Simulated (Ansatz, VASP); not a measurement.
**Two plane-wave programs on BaSb7O12**

```
Ba Sb O
1.0
     0.00000    5.57000    5.57000
     5.57000    0.00000    5.57000
     5.57000    5.57000    0.00000
Ba Sb O
1 7 12
Direct
  0.86409 0.86409 0.86409
  0.90207 0.37897 0.37897
  0.87613 0.87613 0.35644
  0.37897 0.90207 0.37897
  0.35644 0.87613 0.87613
  0.37288 0.37288 0.37288
  0.87613 0.35644 0.87613
  0.37897 0.37897 0.90207
  0.80222 0.17313 0.17313
  0.44877 0.06609 0.44877
  0.27473 0.76092 0.76092
  0.06779 0.45007 0.06779
  0.17313 0.80222 0.17313
  0.44877 0.44877 0.06609
  0.76092 0.27473 0.76092
  0.06779 0.06779 0.45007
  0.45007 0.06779 0.06779
  0.17313 0.17313 0.80222
  0.06609 0.44877 0.44877
  0.76092 0.76092 0.27473
```

Alike in both runs: task electric field gradients; functional r2SCAN; k mesh 3 × 3 × 3; occupations fermi-dirac, width 0.01 eV; collinear spin.

```csv
,VASP,Ansatz
version,VASP 6.6.1,Ansatz 0.2.0
potentials or method,"VASP PAW PBE potentials, release 64 (Ba_sv, Sb, O)","plane-wave PAW, scalar-relativistic"
plane-wave cutoff (eV),520,500
valence electrons in the cell,117,187
```

VASP gave:

| Property | Result |
| --- | --- |
| pressure (GPa) | -2.7 |
| traceless stress, the component that is largest in VASP (GPa) | 0.32 |
| rms of the force components (eV/Å) | 0.242 |
| net moment per atom (μB) | 0.05 |
| size of the moment on the site where the two differ most (μB) | 0.09 |
| size of Vzz on the site where it differs most (V/Å²) | 182.9 |

What did Ansatz give for the same quantities?

Pressure (GPa): -2.8; traceless stress, the component that is largest in VASP (GPa): 0.31; rms of the force components (eV/Å): 0.263; net moment per atom (μB): 0.05; size of the moment on the site where the two differ most (μB): 0.03; size of Vzz on the site where it differs most (V/Å²): 173.8.

VASP's potentials were made for PBE, not for r2SCAN. Site moments also hang on the region over which each program counts them. Atom by atom the forces differ by 0.045 eV/Å (rms over components). One of these differences is far larger than is usual between the two programs; its cause wasn't traced. VASP's potentials hold 117 valence electrons a cell and Ansatz's 187, so a difference there can come from the potentials and not from the codes. Ansatz's warnings: stability check not made.

Spin-orbit coupling is off throughout.
